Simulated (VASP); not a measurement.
Crystal: B3Pt.

```
CELL_PARAMETERS angstrom
2.53520 0.00000 0.00000
-1.26760 2.19554 0.00000
0.00000 0.00000 6.64578
ATOMIC_POSITIONS crystal
B 0.66667 0.33333 0.70981
B 0.33333 0.66667 0.29019
B 0.00000 0.00000 0.50000
Pt 0.00000 0.00000 0.00000
```

The cell was generated, and may not be a known phase.

- Program: VASP 6.6.1
- Task: relaxation of cell and atoms
- Functional: PBE
- Potentials or basis: VASP PAW PBE potentials, release 64 (B, Pt)
- Cutoff: 600 eV
- k mesh: 6 × 6 × 4
- Occupations: gaussian, width 0.1 eV
- Spin: no spin polarisation

At the start: pressure 3.5 GPa; volume 9.25 Å³/atom.

Question: How do energy, volume and symmetry change on relaxing?

Answer: Over 15 steps the energy falls by 914.2 meV/atom and the volume is 8.64 Å³/atom (-6.5 %); space group P-3m1 (No. 164, to 0.1 Å) before and after.

The path:
```tsv
step	energy change (eV)	largest force (eV/Å)	pressure (GPa)	volume (Å³)
1	0.0000	0.9802	3.51	36.99
2	-0.9586	0.9712	-4.84	37.86
3	-1.5983	1.2902	-10.44	38.27
4	-3.1687	1.0770	-14.73	37.69
5	-2.3929	0.4449	47.34	31.30
6	-3.3079	1.1022	-2.43	35.78
7	-3.3120	1.0604	-0.30	35.50
8	-3.5422	0.8965	2.68	34.52
9	-2.8752	2.2907	34.76	31.51
10	-3.6282	0.1056	7.09	33.79
11	-3.5868	0.1362	-11.13	36.22
12	-3.6543	0.1894	-0.51	34.67
13	-3.6543	0.1887	-0.26	34.64
14	-3.6563	0.0572	0.47	34.54
15	-3.6568	0.0209	0.22	34.57
```

Final structure:
```
B Pt
1.0
     2.92157    0.00000    0.00000
    -1.46079    2.53016    0.00000
     0.00000    0.00000    4.67681
B Pt
3 1
Direct
  0.66667 0.33333 0.63815
  0.33333 0.66667 0.36185
  0.00000 0.00000 0.50000
  0.00000 0.00000 0.00000
```

Caveat: the k points lie up to 0.41 Å⁻¹ apart in the final cell, too coarse for converged energies and pressures of a metal; a cell axis changed by over 15 % at a fixed basis, so the end point is rough; an odd number of electrons without spin polarisation forces a metal; a magnetic or distorted state may lie lower.
